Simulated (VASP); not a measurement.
Set up this calculation in VASP 6.6.1, as the native input.

```
Task                   : single point
Functional             : r2SCAN
Potentials or basis    : VASP PAW PBE potentials, release 64 (Ga_d, Sb)
Cutoff                 : 550 eV
k mesh                 : 10 × 8 × 10
Occupations            : gaussian, width 0.1 eV
Spin                   : no spin polarisation
Dipole correction      : no
Further INCAR settings : ALGO = Normal; EDIFF = 1e-06; NBANDS = 26
```

Crystal: GaSb (m.eAscan).

```
Ga Sb
1.0
     4.39420    0.00000    0.00000
     0.00000    6.21433    0.00000
     0.00000    0.00000    4.39420
Ga Sb
2 2
Direct
  0.00000 0.00000 0.99999
  0.50000 0.50000 0.49999
  0.50000 0.25000 0.99999
  0.00000 0.75000 0.49999
```

These files were run (other wordings do the same):

POSCAR

```
GaSb
1.0
    4.3941958040      0.0000000000      0.0000000000
    0.0000000000      6.2143313030      0.0000000000
    0.0000000000      0.0000000000      4.3941958040
Ga Sb
2 2
Direct
    0.0000000000      0.0000000000     -0.0000054000
    0.5000000000      0.5000000000      0.4999946000
    0.5000000000      0.2500000000     -0.0000054000
    0.0000000000      0.7500000000      0.4999946000
```

INCAR.step1

```
PREC = Accurate ; ENCUT = 550
ISMEAR = 0 ; SIGMA = 0.1
LREAL = False ; LASPH = True
NELM = 120 ; NBANDS = 26
GGA = PE ; ALGO = Normal
EDIFF = 1E-5 ; LWAVE = True
LCHARG = False ; GGA_COMPAT = False
```

INCAR.step2

```
PREC = Accurate ; ENCUT = 550
EDIFF = 1E-6 ; ISMEAR = 0
SIGMA = 0.1 ; LREAL = False
LASPH = True ; NELM = 120
ALGO = Normal ; ISIF = 2
LWAVE = False ; LCHARG = False
METAGGA = R2SCAN ; LMIXTAU = True
NBANDS = 26 ; ISTART = 1
GGA_COMPAT = False
```

KPOINTS

```
regular mesh
0
Gamma
  10 8 10
```

Potentials or basis: VASP PAW PBE potentials, release 64 (Ga_d, Sb).

Run with:

```bash
$ cat potpaw_PBE.64/Ga_d/POTCAR potpaw_PBE.64/Sb/POTCAR > POTCAR
$ cp INCAR.step1 INCAR
$ mpirun -np 1 vasp_std > vasp.out
$ cp INCAR.step2 INCAR
$ mpirun -np 1 vasp_std > vasp.out
```

Results of the run:

```yaml
Pressure: -1.8 GPa
Band_gap_on_the_k_mesh: 0.10 eV
```

Caveat: the PAW data sets were made with another functional, which shifts forces and pressure a little; spin-orbit coupling is left out, which moves the levels of the heavy elements.

It took 14 min on 1 thread of Intel Xeon 6975P-C (shared host), peak memory 0.48 GiB.
